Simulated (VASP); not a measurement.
Set up this calculation in VASP 6.6.1, as the native input.

```yaml
Task: relaxation of cell and atoms
Functional: PBE
Potentials_or_basis: VASP PAW PBE potentials, release 64 (Se, In_d)
Cutoff: 600 eV
k_mesh: 9 × 9 × 1
Occupations: gaussian, width 0.03 eV
Spin: no spin polarisation
Further_INCAR_settings: ALGO = Normal; EDIFF = 1e-07; IBRION = 2; EDIFFG = -0.005; NSW = 90; ISIF = 3
```

The structure of InSe lies in POSCAR:

```
InSe                                    
1.0
    4.0896812213      0.0000000000      0.0000000000
   -2.0448406107      3.5417678222      0.0000000000
    0.0000000000      0.0000000000     50.3856869600
  Se              In            
     8     8
Direct
     0.3333333300000021    0.6666666599999971    0.1779640860409330
     0.3333333300000021    0.6666666599999971    0.2845685303069943
     0.6666666699999979    0.3333333400000029    0.3571595692453791
     0.6666666699999979    0.3333333400000029    0.4637100385970371
     0.3333333300000021    0.6666666599999971    0.5362888710193151
     0.3333333300000021    0.6666666599999971    0.6428525190039510
     0.6666666699999979    0.3333333400000029    0.7154397710557526
     0.6666666699999979    0.3333333400000029    0.8220391571066243
     0.0000000000000000    0.0000000000000000    0.2032320466765196
     0.0000000000000000    0.0000000000000000    0.2592982473635441
     0.3333333300000021    0.6666666599999971    0.3824105481896564
     0.3333333300000021    0.6666666599999971    0.4384593285690494
     0.0000000000000000    0.0000000000000000    0.5615452183788335
     0.0000000000000000    0.0000000000000000    0.6175977108680186
     0.3333333300000021    0.6666666599999971    0.7407067327951482
     0.3333333300000021    0.6666666599999971    0.7967728947832441
```

The input as run:

INCAR

```
SYSTEM = InSe
ALGO = Normal
EDIFF = 1E-7
EDIFFG = -0.005
ENCUT = 600
GGA = PE
IBRION = 2
ISIF = 3
ISMEAR = 0
KPAR = 4
LASPH = .True.
LATTICE_CONSTRAINTS = .TRUE. .TRUE. .FALSE.
LCHARG = .False.
LREAL = .False.
LWAVE = .False.
NELM = 80
NSW = 90
PREC = Accurate
SIGMA = 0.03
```

KPOINTS

```
k-points
0
Gamma
  9 9 1
  0 0 0
```

Potentials or basis: VASP PAW PBE potentials, release 64 (Se, In_d).

The run is started by

```bash
$ cat potpaw_PBE.64/Se/POTCAR potpaw_PBE.64/In_d/POTCAR > POTCAR
$ mpirun -np 4 vasp_std > vasp.out
```

Results of the run:

The energy gained by relaxing is 0.0 meV/atom, the ionic steps are 2 and the largest force after relaxing is 0.004 eV/Å. The band gap on the k mesh is 0.80 eV.

Caveat: spin-orbit coupling is left out, which moves the levels of the heavy elements.

Run time: 12 min on 4 MPI ranks on AMD EPYC 9R45 96-Core Processor (Zen 5), on a shared host, peak memory 1.5 GiB a rank.
